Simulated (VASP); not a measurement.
Cu:

```
CELL_PARAMETERS angstrom
0.00000 1.80500 1.80500
1.80500 0.00000 1.80500
1.80500 1.80500 0.00000
ATOMIC_POSITIONS crystal
Cu 0.00000 0.00000 0.00000
```

| Item | Value |
| --- | --- |
| Program | VASP 6.6.1 |
| Task | relaxation of cell and atoms |
| Functional | LDA |
| Potentials or basis | VASP PAW LDA potentials, release 64 (Cu) |
| Cutoff | 600 eV |
| k mesh | 26 × 26 × 26 |
| Occupations | methfessel-paxton, width 0.1 eV |
| Spin | no spin polarisation |

At the start: pressure -11.2 GPa; volume 11.76 Å³/atom.

Q: Where does the relaxation end?

A: Over 5 steps the energy falls by 30.8 meV/atom and the volume is 10.94 Å³/atom (-7.0 %); space group Fm-3m (No. 225, to 0.1 Å) before and after.

The path:
| step | energy change (eV) | largest force (eV/Å) | pressure (GPa) | volume (Å³) |
| --- | --- | --- | --- | --- |
| 1 | 0.0000 | 0.0000 | -11.15 | 11.76 |
| 2 | -0.0155 | 0.0000 | 9.98 | 10.42 |
| 3 | -0.0308 | 0.0000 | -0.08 | 10.94 |
| 4 | -0.0308 | 0.0000 | 0.18 | 10.92 |
| 5 | -0.0308 | 0.0000 | -0.06 | 10.94 |

Final structure:
```yaml
crystal:
  lattice:
    - [0.00000, 1.76214, 1.76214]
    - [1.76214, 0.00000, 1.76214]
    - [1.76214, 1.76214, 0.00000]
  atoms:
    - { symbol: Cu, position: [0.00000, 0.00000, 0.00000] }
```
